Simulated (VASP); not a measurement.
# KCl (Fm-3m) in VASP: a series of runs

The runs below take KCl through single point, relaxation of cell and atoms, with r2SCAN.

All numbers are computed with VASP 6.6.1; they aren't measurements. Logs are shortened: lines on timing, memory, paths and dates and some standing lists are left out, and cuts for length are marked.

## (1) The cell of the first run

Symmetry: Fm-3m, No. 225, cubic system. The conventional cell has a = 6.258 Å, b = 6.258 Å, c = 6.258 Å, α = 90.00°, β = 90.00°, γ = 90.00°. Within 4.1 Å of K (site symmetry m-3m) lie 6 Cl at 3.13 Å. Cl (site symmetry m-3m) has 6 K at 3.13 Å within 4.1 Å.

## (2) Single point, r2SCAN

POSCAR reads:

```
KCl
1.0
    0.0000000000      3.1289580131      3.1289580131
    3.1289580131      0.0000000000      3.1289580131
    3.1289580131      3.1289580131      0.0000000000
K Cl
1 1
Direct
    0.0000000000      0.0000000000      0.0000000000
    0.5000000000      0.5000000000      0.5000000000
```

INCAR.step1 reads:

```
SYSTEM = KCl
PREC     = Accurate       ! precision mode
ENCUT    = 520            ! plane-wave cutoff, eV
ISMEAR   = -1             ! smearing method
SIGMA    = 0.02           ! smearing width, eV
LREAL    = .False.        ! projectors in reciprocal space
LASPH    = .True.         ! aspherical terms in the spheres
NELM     = 60             ! most SCF steps
NBANDS   = 15             ! bands
GGA      = PE             ! functional
ALGO     = Normal         ! electronic algorithm
EDIFF    = 1E-4           ! SCF threshold, eV
LWAVE    = .True.         ! write WAVECAR
LCHARG   = .False.        ! write CHGCAR
```

INCAR.step2 reads:

```
SYSTEM = KCl
PREC     = Accurate       ! precision mode
ENCUT    = 520            ! plane-wave cutoff, eV
EDIFF    = 1E-6           ! SCF threshold, eV
ISMEAR   = -1             ! smearing method
SIGMA    = 0.02           ! smearing width, eV
LREAL    = .False.        ! projectors in reciprocal space
LASPH    = .True.         ! aspherical terms in the spheres
NELM     = 60             ! most SCF steps
ALGO     = Normal         ! electronic algorithm
ISIF     = 2              ! what is computed and relaxed
LWAVE    = .False.        ! write WAVECAR
LCHARG   = .False.        ! write CHGCAR
METAGGA  = R2SCAN         ! meta-GGA
LMIXTAU  = .True.       
NBANDS   = 15             ! bands
ISTART   = 1
```

KPOINTS reads:

```
regular mesh
0
Gamma
  6 6 6
  0 0 0
```

Potentials or basis: VASP PAW PBE potentials, release 64 (K_sv, Cl).

On the command line:

```bash
cat potpaw_PBE.64/K_sv/POTCAR potpaw_PBE.64/Cl/POTCAR > POTCAR
cp INCAR.step1 INCAR
mpirun -np 1 vasp_std > vasp.out
cp INCAR.step2 INCAR
mpirun -np 1 vasp_std > vasp.out
```

OUTCAR:

```text
SYSTEM = KCl
   PREC = Accurate
   ENCUT = 520
   EDIFF = 1E-6
   ISMEAR = -1
   LREAL = .False.
   LASPH = .True.
   NELM = 60
   ISIF = 2
   METAGGA = R2SCAN
   ISTART = 1

 ion  position               nearest neighbor table
   1  0.000  0.000  0.000-   2 3.13   2 3.13   2 3.13   2 3.13   2 3.13   2 3.13
   2  0.500  0.500  0.500-   1 3.13   1 3.13   1 3.13   1 3.13   1 3.13   1 3.13

  LATTYP: Found a face centered cubic cell.
 ALAT       =     6.2579160262

  Lattice vectors:

 A1 = (   0.0000000000,   3.1289580131,   3.1289580131)
 A2 = (   3.1289580131,   0.0000000000,   3.1289580131)
 A3 = (   3.1289580131,   3.1289580131,   0.0000000000)

Analysis of symmetry for initial positions (statically):
=====================================================================
 Subroutine PRICEL returns:
 Original cell was already a primitive cell.

 Routine SETGRP: Setting up the symmetry group for a
 face centered cubic supercell.

 Subroutine GETGRP returns: Found 48 space group operations
 (whereof 48 operations were pure point group operations)
 out of a pool of 48 trial point group operations.

The static configuration has the point symmetry O_h .

Analysis of symmetry for dynamics (positions and initial velocities):
=====================================================================
 Subroutine PRICEL returns:
 Original cell was already a primitive cell.

 Routine SETGRP: Setting up the symmetry group for a
 face centered cubic supercell.

 Subroutine GETGRP returns: Found 48 space group operations
 (whereof 48 operations were pure point group operations)
 out of a pool of 48 trial point group operations.

The dynamic configuration has the point symmetry O_h .

 Subroutine INISYM returns: Found 48 space group operations
 (whereof 48 operations are pure point group operations),
 and found     1 'primitive' translations

----------------------------------------------------------------------------------------

                                     Primitive cell

  volume of cell :      61.2674

  direct lattice vectors                    reciprocal lattice vectors
     0.000000000  3.128958013  3.128958013    -0.159797606  0.159797606  0.159797606
     3.128958013  0.000000000  3.128958013     0.159797606 -0.159797606  0.159797606
     3.128958013  3.128958013  0.000000000     0.159797606  0.159797606 -0.159797606

  length of vectors
     4.425014858  4.425014858  4.425014858     0.276777573  0.276777573  0.276777573

[... 79 lines left out ...]
   POTIM  = 0.5000    time-step for ionic-motion
   TEBEG  =    0.0;   TEEND  =   0.0 temperature during run
   PSTRESS=    0.0 pullay stress
   NELECT =      16.0000    total number of electrons
   NUPDOWN=      -1.0000    fix difference up-down
   EMIN   =  10.00;   EMAX   =-10.00  energy-range for DOS
   EFERMI =   0.00;   METHOD = LEGACY
   ISMEAR =    -1;   SIGMA  =   0.02  broadening in eV -4-tet -1-fermi 0-gaus
   EFERMI_NEDOS =   21; number of points for ismear=-14 and -15
   IALGO  =     38    algorithm
   IMIX   =      4    mixing-type and parameters
     AMIX     =   0.40;   BMIX     =  1.00
     AMIX_MAG =   1.60;   BMIX_MAG =  1.00
  volume/ion in A,a.u.               =      30.63       206.73
  Fermi-wavevector in a.u.,A,eV,Ry     =   1.046418  1.977443 14.898244  1.094990
  Thomas-Fermi vector in A             =   2.181255
   LORBIT       =      0    0 simple, 1 ext, 2 COOP (PROOUT), +10 PAW based schemes
   METAGGA = R2SCAN    functional components
   LHFCALC =     F    Hartree Fock is set to
   AEXX    =    0.0000 exact exchange contribution
   IVDW    =     0    specifies the selected vdW correction
   LEPSILON=     F    determine dielectric tensor
   LRPA    =     F    only Hartree local field effects (RPA)
 non-spin polarized calculation
  energy-cutoff  :      520.00
  volume of cell :       61.27
 maximum number of plane-waves:      1676
 NGX is ok and might be reduce to    36
   NGX = 17   NGY = 17   NGZ = 17

 number of electron      16.0000002 magnetization

 Free energy of the ion-electron system (eV)
  ---------------------------------------------------
  ext. energy  EPLUGINS =         0.00000000
  ---------------------------------------------------
  free energy    TOTEN  =       -16.50519017 eV

  energy without entropy =      -16.50519017  energy(sigma->0) =      -16.50519017

 E-fermi :  -1.6528     XC(G=0):  -8.0288

 val. band max:       -2.1971788494   @ k =   0.0000   0.0000   0.0000
 cond. band min:       3.6926064228   @ k =   0.0000   0.0000   0.0000
 fundamental gap:      5.8897852722
 Fermi energy:        -1.6528103679

 k-point     1 :       0.0000    0.0000    0.0000
  band No.  band energies     occupation
      1     -30.4251      2.00000
      2     -14.8868      2.00000
      3     -13.1168      2.00000
      4     -13.1168      2.00000
      5     -13.1168      2.00000
      6      -2.1972      2.00000
      7      -2.1972      2.00000
      8      -2.1972      2.00000
      9       3.6926      0.00000
     10       6.8432      0.00000
     11       6.8432      0.00000
     12       6.8432      0.00000
     13       7.8960      0.00000
     14       7.8960      0.00000
[... 257 lines left out ...]
      2     -14.8492      2.00000
      3     -13.2426      2.00000
      4     -13.1975      2.00000
      5     -13.0668      2.00000
      6      -2.7880      2.00000
      7      -2.6286      2.00000
      8      -2.5666      2.00000
      9       5.5861      0.00000
     10       7.3684      0.00000
     11       7.8547      0.00000
     12       8.9497      0.00000
     13       9.7085      0.00000
     14      10.3965      0.00000
     15      11.0198      0.00000

------------------------ aborting loop because EDIFF is reached ----------------------------------------

  FORCE on cell =-STRESS in cart. coord.  units (eV):
  Direction    XX          YY          ZZ          XY          YZ          ZX
  --------------------------------------------------------------------------------------
  -------------------------------------------------------------------------------------
  Total        0.1186477      0.1186477      0.1186477     -0.0000000     -0.0000000      0.0000000
  in kB        3.1027071      3.1027071      3.1027071     -0.0000000     -0.0000000      0.0000000
  external PRESSURE =       3.1027071 kB  Pullay stress =       0.0000000 kB

 VOLUME and BASIS-vectors are now :
 -----------------------------------------------------------------------------
  energy-cutoff  :      520.00
  volume of cell :       61.27
      direct lattice vectors                 reciprocal lattice vectors
     0.000000000  3.128958013  3.128958013    -0.159797606  0.159797606  0.159797606
     3.128958013  0.000000000  3.128958013     0.159797606 -0.159797606  0.159797606
     3.128958013  3.128958013  0.000000000     0.159797606  0.159797606 -0.159797606

 POSITION                                       TOTAL-FORCE (eV/Angst)
 -----------------------------------------------------------------------------------
      0.00000      0.00000      0.00000        -0.000000     -0.000000     -0.000000
      3.12896      3.12896      3.12896         0.000000      0.000000      0.000000
 -----------------------------------------------------------------------------------
    total drift:                                0.000000      0.000000      0.000000

  FREE ENERGIE OF THE ION-ELECTRON SYSTEM (eV)
  ---------------------------------------------------
  free  energy   TOTEN  =       -16.5051901667 eV

  energy  without entropy=      -16.5051901667  energy(sigma->0) =      -16.50519017
```

OSZICAR.step1:

```text
N       E                     dE             d eps       ncg     rms          rms(c)
DAV:   1     0.101166458148E+03    0.10117E+03   -0.72036E+03   480   0.957E+02
DAV:   2    -0.912303248300E+00   -0.10208E+03   -0.94020E+02   627   0.238E+02
DAV:   3    -0.686955214289E+01   -0.59572E+01   -0.59318E+01   634   0.510E+01
DAV:   4    -0.708233830951E+01   -0.21279E+00   -0.21274E+00   785   0.905E+00
DAV:   5    -0.708438396475E+01   -0.20457E-02   -0.20456E-02   634   0.930E-01    0.341E+00
DAV:   6    -0.679844331226E+01    0.28594E+00   -0.41540E-01   606   0.328E+00    0.279E+00
DAV:   7    -0.678414508466E+01    0.14298E-01   -0.10400E-01   655   0.183E+00    0.160E+00
DAV:   8    -0.679615843683E+01   -0.12013E-01   -0.16085E-02   615   0.949E-01    0.182E-01
DAV:   9    -0.679683752459E+01   -0.67909E-03   -0.85061E-04   641   0.183E-01    0.958E-02
DAV:  10    -0.679742264890E+01   -0.58512E-03   -0.61616E-04   522   0.155E-01    0.199E-02
DAV:  11    -0.679742673481E+01   -0.40859E-05   -0.17170E-05   464   0.271E-02
   1 F= -.67974267E+01 E0= -.67974267E+01  d E =-.149726E-10
```

It took 39 s on 1 thread of Intel Xeon 6975P-C (Granite Rapids), shared host; peak memory 0.21 GiB.

Results:

* Free energy: -16.5052 eV
* Pressure: 0.3 GPa
* Band gap on the k mesh: 5.89 eV

Levels at points of the mesh, in eV from the valence-band top:
| k point | band 4 | band 5 | band 6 | band 7 | band 8 | band 9 | band 10 | band 11 | band 12 | band 13 |
| --- | --- | --- | --- | --- | --- | --- | --- | --- | --- | --- |
| (0.00, 0.00, 0.00) | -10.92 | -10.92 | 0.00 | 0.00 | 0.00 | 5.89 | 9.04 | 9.04 | 9.04 | 10.09 |
| (0.50, 0.00, 0.00) | -10.93 | -10.69 | -1.08 | -0.33 | -0.33 | 8.18 | 9.31 | 11.38 | 11.38 | 12.24 |
| (0.50, 0.50, 0.00) | -10.98 | -10.98 | -0.68 | -0.23 | -0.23 | 7.02 | 9.29 | 10.80 | 11.14 | 11.63 |

Caveat: the PAW data sets were made with another functional, which shifts forces and pressure a little.

## (3) Single point, r2SCAN

This run uses another cell than the first one, of 31.10 Å³/atom.

POSCAR reads:

```
KCl
1.0
    0.0000000000      3.1447610994      3.1447610994
    3.1447610994      0.0000000000      3.1447610994
    3.1447610994      3.1447610994      0.0000000000
K Cl
1 1
Direct
    0.0000000000      0.0000000000      0.0000000000
    0.5000000000      0.5000000000      0.5000000000
```

INCAR.step1 reads:

```
ALGO = Normal ; EDIFF = 1E-4
ENCUT = 520 ; GGA = PE
ISMEAR = -1 ; LASPH = True
LCHARG = False ; LREAL = False
LWAVE = True ; NBANDS = 15
NELM = 60 ; PREC = Accurate
SIGMA = 0.02
```

INCAR.step2 reads:

```
ALGO = Normal ; EDIFF = 1E-6
ENCUT = 520 ; ISIF = 2
ISMEAR = -1 ; ISTART = 1
LASPH = True ; LCHARG = False
LMIXTAU = True ; LREAL = False
LWAVE = False ; METAGGA = R2SCAN
NBANDS = 15 ; NELM = 60
PREC = Accurate ; SIGMA = 0.02
```

KPOINTS reads:

```
k-points
0
Gamma
  6 6 6
```

Potentials or basis: VASP PAW PBE potentials, release 64 (K_sv, Cl).

On the command line:

```bash
cat potpaw_PBE.64/K_sv/POTCAR potpaw_PBE.64/Cl/POTCAR > POTCAR
cp INCAR.step1 INCAR
mpirun -np 1 vasp_std > vasp.out
cp INCAR.step2 INCAR
mpirun -np 1 vasp_std > vasp.out
```

Run time: 39 s. Hardware: 1 thread of Intel Xeon 6975P-C (Granite Rapids), shared host; peak memory 0.21 GiB.

It converged, with:

| Property | Result |
| --- | --- |
| Free energy | -16.5065 eV |
| Pressure | 0.0 GPa |
| Band gap on the k mesh | 5.84 eV |

Levels at points of the mesh, in eV from the valence-band top:
```
           k point  band 4  band 5  band 6  band 7  band 8  band 9  band 10  band 11  band 12  band 13
(0.00, 0.00, 0.00)  -10.96  -10.96    0.00    0.00    0.00    5.84     9.03     9.03     9.03    10.08
(0.50, 0.00, 0.00)  -10.96  -10.73   -1.05   -0.32   -0.32    8.14     9.25    11.33    11.33    12.19
(0.50, 0.50, 0.00)  -11.01  -11.01   -0.67   -0.23   -0.23    7.03     9.22    10.70    11.11    11.57
```

Caveat: the PAW data sets were made with another functional, which shifts forces and pressure a little.

## (4) Single point, r2SCAN

This run uses another cell than the first one, of 31.57 Å³/atom.

POSCAR reads:

```
KCl
1.0
    0.0000000000      3.1604069345      3.1604069345
    3.1604069345      0.0000000000      3.1604069345
    3.1604069345      3.1604069345      0.0000000000
K Cl
1 1
Direct
    0.0000000000      0.0000000000      0.0000000000
    0.5000000000      0.5000000000      0.5000000000
```

INCAR.step1 reads:

```
PREC = Accurate
ENCUT = 520
ISMEAR = -1
SIGMA = 0.02
LREAL = False
LASPH = True
NELM = 60
NBANDS = 15
GGA = PE
ALGO = Normal
EDIFF = 1E-4
LWAVE = True
LCHARG = False
```

INCAR.step2 reads:

```
PREC = Accurate
ENCUT = 520
EDIFF = 1E-6
ISMEAR = -1
SIGMA = 0.02
LREAL = False
LASPH = True
NELM = 60
ALGO = Normal
ISIF = 2
LWAVE = False
LCHARG = False
METAGGA = R2SCAN
LMIXTAU = True
NBANDS = 15
ISTART = 1
```

KPOINTS reads:

```
regular mesh
0
Gamma
  6 6 6
```

On the command line:

```bash
cat potpaw_PBE.64/K_sv/POTCAR potpaw_PBE.64/Cl/POTCAR > POTCAR
cp INCAR.step1 INCAR
mpirun -np 1 vasp_std > vasp.out
cp INCAR.step2 INCAR
mpirun -np 1 vasp_std > vasp.out
```

Wall time 34 s (1 thread of Intel Xeon 6975P-C (Granite Rapids), shared host); peak memory 0.21 GiB.

It converged, with:

* Free energy: -16.5061 eV
* Pressure: -0.3 GPa
* Band gap on the k mesh: 5.78 eV

Levels at points of the mesh, in eV from the valence-band top:
```
           k point  band 4  band 5  band 6  band 7  band 8  band 9  band 10  band 11  band 12  band 13
(0.00, 0.00, 0.00)  -10.99  -10.99    0.00    0.00    0.00    5.78     9.03     9.03     9.03    10.06
(0.50, 0.00, 0.00)  -11.00  -10.78   -1.02   -0.31   -0.31    8.09     9.19    11.28    11.28    12.13
(0.50, 0.50, 0.00)  -11.04  -11.04   -0.66   -0.22   -0.22    7.04     9.15    10.61    11.09    11.51
```

Caveat: the PAW data sets were made with another functional, which shifts forces and pressure a little.

## (5) Relaxation of cell and atoms, r2SCAN

This run uses another cell than the first one, of 39.30 Å³/atom.

POSCAR reads:

```
KCl
1.0
    0.0000000000      3.4000000000      3.4000000000
    3.4000000000      0.0000000000      3.4000000000
    3.4000000000      3.4000000000      0.0000000000
K Cl
1 1
Direct
    0.0000000000      0.0000000000      0.0000000000
    0.5000000000      0.5000000000      0.5000000000
```

INCAR.step1 reads:

```
SYSTEM = KCl
  PREC = Accurate
  ENCUT = 600
  ISMEAR = -1
  SIGMA = 0.02
  LREAL = .False.
  LASPH = .True.
  NELM = 80
  GGA = PE
  ALGO = Normal
  EDIFF = 1E-4
  LWAVE = .True.
  LCHARG = .False.
```

INCAR.step2 reads:

```
SYSTEM = KCl
  PREC = Accurate
  ENCUT = 600
  EDIFF = 1E-6
  ISMEAR = -1
  SIGMA = 0.02
  LREAL = .False.
  LASPH = .True.
  NELM = 80
  ALGO = Normal
  ISIF = 3
  LWAVE = .False.
  LCHARG = .False.
  METAGGA = R2SCAN
  LMIXTAU = .True.
  IBRION = 2
  NSW = 80
  EDIFFG = -0.03
  ISTART = 1
```

KPOINTS reads:

```
regular mesh
0
Gamma
  5 5 5
  0 0 0
```

On the command line:

```bash
cat potpaw_PBE.64/K_sv/POTCAR potpaw_PBE.64/Cl/POTCAR > POTCAR
cp INCAR.step1 INCAR
mpirun -np 1 vasp_std > vasp.out
cp INCAR.step2 INCAR
mpirun -np 1 vasp_std > vasp.out
```

It took 99 s on 1 thread of Intel Xeon 6975P-C (Granite Rapids), shared host; peak memory 0.27 GiB.

It converged, with:

```yaml
Free_energy: -16.5086 eV
Relaxed_volume: 31.00 Å³/atom
Relaxed_cell: a = 4.443 Å, b = 4.443 Å, c = 4.443 Å, α = 60.00°, β = 60.00°, γ = 60.00°
Space_group_after_relaxing_to_0.1_Å: Fm-3m (No. 225)
Energy_gained_by_relaxing: 79.9 meV/atom
Ionic_steps: 4
Pressure_after_relaxing: 0.1 GPa
Band_gap_on_the_k_mesh: 5.85 eV
```

The path:
```tsv
step	energy change (eV)	largest force (eV/Å)	pressure (GPa)	volume (Å³)
1	0.0000	0.0000	-2.51	78.61
2	-0.0954	0.0000	-1.92	71.80
3	-0.1584	0.0000	-0.39	63.68
4	-0.1599	0.0000	0.12	62.00
```

Final structure:
```
K Cl
1.0
     0.00000    3.14140    3.14140
     3.14140    0.00000    3.14140
     3.14140    3.14140    0.00000
K Cl
1 1
Direct
  0.00000 0.00000 0.00000
  0.50000 0.50000 0.50000
```

Levels at points of the mesh, in eV from the valence-band top:
| k point | band 5 | band 6 | band 7 | band 8 | band 9 | band 10 | band 11 | band 12 |
| --- | --- | --- | --- | --- | --- | --- | --- | --- |
| (0.00, 0.00, 0.00) | -10.95 | 0.00 | 0.00 | 0.00 | 5.85 | 9.04 | 9.04 | 9.04 |

Caveat: the volume moved by over 15 % at a fixed basis, so the end points are rough; the PAW data sets were made with another functional, which shifts forces and pressure a little.

## (6) Overview

```tsv
task	cell	k mesh	cutoff (eV)	gap on the mesh (eV)	pressure (GPa)
single point	a = 4.425 Å, angles 60.0°, 2 atoms	6 × 6 × 6	520	5.89	0.3
single point	a = 4.447 Å, angles 60.0°, 2 atoms	6 × 6 × 6	520	5.84	0.0
single point	a = 4.469 Å, angles 60.0°, 2 atoms	6 × 6 × 6	520	5.78	-0.3
relaxation of cell and atoms	relaxed from a = 4.808 Å, angles 60.0°, 2 atoms	5 × 5 × 5	600	5.85	0.1
```

Alike in all rows: level r2SCAN; potentials or basis VASP PAW PBE potentials, release 64 (K_sv, Cl); no spin polarisation; smearing fermi-dirac 0.02 eV.

Caveats: the PAW data sets were made with another functional, which shifts forces and pressure a little; the volume moved by over 15 % at a fixed basis, so the end points are rough (at least some runs).

Total energies depend on the potentials used, so only differences within one code and one set of settings carry meaning.
